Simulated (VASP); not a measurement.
Crystal: Gd.

```
Gd
1.0
    -2.06472    2.06472    2.06472
     2.06472   -2.06472    2.06472
     2.06472    2.06472   -2.06472
Gd
1
Direct
  0.00000 0.00000 0.00000
```

Base run:

```yaml
Program: VASP 6.6.1
Functional: PBEsol
Potentials_or_basis: VASP PAW PBE potentials, release 64 (Gd)
Cutoff: 520 eV
k_mesh: 9 × 9 × 9
Occupations: fermi-dirac, width 0.05 eV
Spin: collinear spin, ferromagnetic start
Starting_moments: "[7.0] μB"
```

Its results: pressure -4.5 GPa; net moment 7.63 μB per cell; site moments Gd +7.00 μB.

Task: The run is repeated on the same cell with these changes: functional from PBEsol to r2SCAN; further incar settings from ALGO = Normal; EDIFF = 1e-06; NBANDS = 19 to ALGO = Normal; EDIFF = 1e-07; NBANDS = 19. What comes out?

Result: Pressure -1.2 GPa; net moment 8.09 μB per cell; site moments Gd +7.12 μB.

Caveats: the PAW data sets were made with another functional, which shifts forces and pressure a little.
